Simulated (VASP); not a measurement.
# ZnS (R3m) in VASP: single point with PBE

Aim: the single point of ZnS with PBE.

All numbers are computed with VASP 6.6.1; they aren't measurements. Logs are shortened: lines on timing, memory, paths and dates and some standing lists are left out, and cuts for length are marked.

### 1 The cell of the first run

It takes space group R3m (No. 160, trigonal). Conventional cell: a = 3.806 Å, b = 3.806 Å, c = 28.056 Å, α = 90.00°, β = 90.00°, γ = 120.00°. Within 3.1 Å of Zn (site symmetry 3m) lie 4 S at 2.33 to 2.34 Å. Zn (site symmetry 3m) has 4 S at 2.33 Å within 3.1 Å. Zn (site symmetry 3m) has 4 S at 2.33 to 2.34 Å within 3.1 Å. Within 3.1 Å of S (site symmetry 3m) lie 4 Zn at 2.33 Å. Within 3.1 Å of S (site symmetry 3m) lie 4 Zn at 2.33 to 2.34 Å. Within 3.1 Å of S (site symmetry 3m) lie 4 Zn at 2.33 to 2.34 Å.

### 2 Single point, PBE

Input file INCAR:

```
SYSTEM = ZnS
  ALGO = Normal
  EDIFF = 1E-6
  EFERMI = MIDGAP
  ENCUT = 400
  GGA = PE
  GGA_COMPAT = .FALSE.
  ISIF = 2
  ISMEAR = 0
  KPAR = 2
  LASPH = .TRUE.
  LCHARG = .FALSE.
  LREAL = .FALSE.
  LWAVE = .FALSE.
  NELM = 120
  PREC = Accurate
  SIGMA = 0.03
```

Input file KPOINTS:

```
k-points
0
Gamma
  7 7 7
```

Input file POSCAR:

```
ZnS
1.0
    1.9030712007      1.0987386700      9.3519478348
   -1.9030712007      1.0987386700      9.3519478348
    0.0000000000     -2.1974773400      9.3519478348
Zn S
3 3
Direct
    0.4446134400      0.4446134400      0.4446134400
    0.2222694100      0.2222694100      0.2222694100
    0.9999711400      0.9999711400      0.9999711400
    0.3053625400      0.3053625400      0.3053625400
    0.5278423000      0.5278423000      0.5278423000
    0.0832671700      0.0832671700      0.0832671700
```

Potentials or basis: VASP PAW PBE potentials, release 64 (Zn, S).

Started as:

```bash
$ cat potpaw_PBE.64/Zn/POTCAR potpaw_PBE.64/S/POTCAR > POTCAR
$ mpirun -np 2 vasp_std > vasp.out
```

OUTCAR:

```text
SYSTEM = ZnS
   EDIFF = 1E-6
   EFERMI = MIDGAP
   ENCUT = 400
   GGA = PE
   ISIF = 2
   ISMEAR = 0
   LASPH = .TRUE.
   LREAL = .FALSE.
   NELM = 120
   PREC = Accurate

 Found     44 irreducible k-points:

 Following reciprocal coordinates:
            Coordinates               Weight
  0.000000  0.000000  0.000000      1.000000
  0.142857  0.000000 -0.000000      6.000000
  0.285714  0.000000  0.000000      6.000000
  0.428571 -0.000000  0.000000      6.000000
  0.142857  0.142857 -0.000000      6.000000
  0.285714  0.142857 -0.000000     12.000000
   k-points           NKPTS =     44   k-points in BZ     NKDIM =     44   number of bands    NBANDS=     32
   number of dos      NEDOS =    301   number of ions     NIONS =      6
   total plane-waves  NPLWV = 262144
   dimension x,y,z NGX =    64 NGY =   64 NGZ =   64
   dimension x,y,z NGXF=   128 NGYF=  128 NGZF=  128
   ions per type =               3   3
   NGX,Y,Z   is equivalent  to a cutoff of  11.08, 11.08, 11.08 a.u.
   NGXF,Y,Z  is equivalent  to a cutoff of  22.15, 22.15, 22.15 a.u.
 SYSTEM =  ZnS
   PREC   = accura    normal or accurate (medium, high low for compatibility)
   ISTART =      0    job   : 0-new  1-cont  2-samecut
   ICHARG =      2    charge: 1-file 2-atom 10-const
   ISPIN  =      1    spin polarized calculation?
   LNONCOLLINEAR =      F non collinear calculations
   LSORBIT =      F    spin-orbit coupling
   LASPH  =      T    aspherical Exc in radial PAW
   ENCUT  =  400.0 eV  29.40 Ry    5.42 a.u.  15.67 15.67 15.67*2*pi/ulx,y,z
   NELM   =    120;   NELMIN=  2; NELMDL= -5     # of ELM steps
   EDIFF  = 0.1E-05   stopping-criterion for ELM
   LREAL  =      F    real-space projection
   EDIFFG = 0.1E-04   stopping-criterion for IOM
   NSW    =      0    number of steps for IOM
   IBRION =     -1    ionic relax: 0-MD 1-quasi-New 2-CG
   NFREE  =      0    steps in history (QN), initial steepest desc. (CG)
   ISIF   =      2    stress and relaxation
   ISYM   =      2    0-nonsym 1-usesym 2-fastsym
   POTIM  = 0.5000    time-step for ionic-motion
   TEBEG  =    0.0;   TEEND  =   0.0 temperature during run

   SCALEE = 1.0000    scale energy and forces
   PSTRESS=    0.0 pullay stress
   NELECT =      54.0000    total number of electrons
   NUPDOWN=      -1.0000    fix difference up-down
   EMIN   =  10.00;   EMAX   =-10.00  energy-range for DOS
   EFERMI =   0.00;   METHOD = MIDGAP
   ISMEAR =     0;   SIGMA  =   0.03  broadening in eV -4-tet -1-fermi 0-gaus
   EFERMI_NEDOS =   21; number of points for ismear=-14 and -15
   IALGO  =     38    algorithm
   IMIX   =      4    mixing-type and parameters
     AMIX     =   0.40;   BMIX     =  1.00
     AMIX_MAG =   1.60;   BMIX_MAG =  1.00
  volume/ion in A,a.u.               =      19.55       131.96
  Fermi-wavevector in a.u.,A,eV,Ry     =   1.263975  2.388566 21.737115  1.597633
  Thomas-Fermi vector in A             =   2.397304
   LORBIT       =      0    0 simple, 1 ext, 2 COOP (PROOUT), +10 PAW based schemes
   GGA     = PE    functional components
   LHFCALC =     F    Hartree Fock is set to
   AEXX    =    0.0000 exact exchange contribution
   IVDW    =     0    specifies the selected vdW correction
   LEPSILON=     F    determine dielectric tensor
   LRPA    =     F    only Hartree local field effects (RPA)

   CSHIFT  =0.1000    complex shift for real part using Kramers Kronig

   OMEGAMAX=  -1.0    maximum frequency
 non-spin polarized calculation
 Gauss-broadening in eV      SIGMA  =   0.03
  energy-cutoff  :      400.00
  volume of cell :      117.33
 maximum number of plane-waves:      2160
   NGX = 31   NGY = 31   NGZ = 31

 number of electron      54.0000001 magnetization

 Free energy of the ion-electron system (eV)
  ---------------------------------------------------
  ext. energy  EPLUGINS =         0.00000000
  ---------------------------------------------------
  free energy    TOTEN  =       -20.51013182 eV

  energy without entropy =      -20.51013182  energy(sigma->0) =      -20.51013182

 E-fermi :   3.3019     XC(G=0):  -9.6675

 val. band max:        2.2032662091   @ k =   0.0000   0.0000   0.0000
 cond. band min:       4.4004683755   @ k =   0.0000   0.0000   0.0000
 fundamental gap:      2.1972021664
 Fermi energy:         3.3018672923

 k-point     1 :       0.0000    0.0000    0.0000
  band No.  band energies     occupation
      1     -11.0180      2.00000
      2     -10.3475      2.00000
      3     -10.3372      2.00000
      4      -4.1744      2.00000
      5      -4.1649      2.00000
      6      -4.1649      2.00000
[... 24 lines left out ...]
     31       8.5266      0.00000
     32       8.5268      0.00000

 k-point     2 :       0.1429    0.0000   -0.0000
  band No.  band energies     occupation
      1     -10.8789      2.00000
      2     -10.2869      2.00000
      3     -10.2060      2.00000
      4      -4.1760      2.00000
      5      -4.1495      2.00000
      6      -4.1381      2.00000
[... 24 lines left out ...]
     31       8.1042      0.00000
     32       8.2660      0.00000

 k-point     3 :       0.2857    0.0000    0.0000
  band No.  band energies     occupation
      1     -10.5219      2.00000
      2     -10.0793      2.00000
      3      -9.9701      2.00000
      4      -4.1883      2.00000
      5      -4.1445      2.00000
      6      -4.0944      2.00000
[... 24 lines left out ...]
     31       7.5994      0.00000
     32       8.1075      0.00000

 k-point     4 :       0.4286   -0.0000    0.0000
  band No.  band energies     occupation
      1     -10.1510      2.00000
      2      -9.8790      2.00000
      3      -9.8300      2.00000
      4      -4.1874      2.00000
      5      -4.1293      2.00000
      6      -4.0585      2.00000
[... 24 lines left out ...]
     31       7.1518      0.00000
     32       7.5978      0.00000

 k-point     5 :       0.1429    0.1429   -0.0000
  band No.  band energies     occupation
      1     -10.8730      2.00000
      2     -10.3317      2.00000
      3     -10.1666      2.00000
      4      -4.1793      2.00000
      5      -4.1443      2.00000
      6      -4.1368      2.00000
[... 24 lines left out ...]
     31       8.0471      0.00000
     32       8.4649      0.00000

 k-point     6 :       0.2857    0.1429   -0.0000
  band No.  band energies     occupation
      1     -10.6188      2.00000
      2     -10.1937      2.00000
      3      -9.9903      2.00000
      4      -4.1603      2.00000
      5      -4.1418      2.00000
      6      -4.1017      2.00000
[... 24 lines left out ...]
     31       7.7282      0.00000
     32       7.9914      0.00000

 [... further k-points ...]

------------------------ aborting loop because EDIFF is reached ----------------------------------------

  FORCE on cell =-STRESS in cart. coord.  units (eV):
  Direction    XX          YY          ZZ          XY          YZ          ZX
  --------------------------------------------------------------------------------------
  -------------------------------------------------------------------------------------
  Total        1.6518939      1.6518939      1.6858991     -0.0000000      0.0000000      0.0000000
  in kB       22.5574483     22.5574483     23.0218056     -0.0000000      0.0000000      0.0000000
  external PRESSURE =      22.7122340 kB  Pullay stress =       0.0000000 kB

 VOLUME and BASIS-vectors are now :
 -----------------------------------------------------------------------------
  energy-cutoff  :      400.00
  volume of cell :      117.33
      direct lattice vectors                 reciprocal lattice vectors
     1.903071201  1.098738670  9.351947835     0.262733207  0.151689088  0.035643199
    -1.903071201  1.098738670  9.351947835    -0.262733207  0.151689088  0.035643199
     0.000000000 -2.197477340  9.351947835     0.000000000 -0.303378176  0.035643199

 POSITION                                       TOTAL-FORCE (eV/Angst)
 -----------------------------------------------------------------------------------
      0.00000      0.00000     12.47401         0.000000      0.000000     -0.008599
      0.00000      0.00000      6.23596         0.000000     -0.000000      0.000930
      0.00000      0.00000     28.05503         0.000000     -0.000000      0.000726
      0.00000      0.00000      8.56720         0.000000      0.000000      0.007796
      0.00000      0.00000     14.80906         0.000000     -0.000000     -0.000841
      0.00000      0.00000      2.33613         0.000000     -0.000000     -0.000011
 -----------------------------------------------------------------------------------
    total drift:                                0.000000     -0.000000      0.000011

  FREE ENERGIE OF THE ION-ELECTRON SYSTEM (eV)
  ---------------------------------------------------
  free  energy   TOTEN  =       -20.5101318243 eV

  energy  without entropy=      -20.5101318243  energy(sigma->0) =      -20.51013182
```

stdout:

```text
POSCAR found type information on POSCAR ZnS
 POSCAR found :  2 types and       6 ions
 scaLAPACK will be used
 LDA part: xc-table for (Slater+PW92), standard interpolation
 POSCAR, INCAR and KPOINTS ok, starting setup
 FFT: planning ... GRIDC
 FFT: planning ... GRID_SOFT
 FFT: planning ... GRID
 WAVECAR not read
 entering main loop
```

Run time: 3.6 min. Hardware: 2 MPI ranks of AMD EPYC 9R45 (Zen 5), shared host; peak memory 0.57 GiB.

Results:

* Free energy: -20.5101 eV
* Pressure: 2.3 GPa
* Largest force: 0.009 eV/Å
* Band gap on the k mesh: 2.20 eV

Forces in eV/Å, atoms in the order of the input:
```
Zn   0.000  0.000 -0.009
Zn   0.000  0.000  0.001
Zn   0.000  0.000  0.001
S    0.000  0.000  0.008
S    0.000  0.000 -0.001
S    0.000  0.000  0.000
```

Caveat: an odd mesh through Γ misses points on the zone boundary, where band edges can lie.
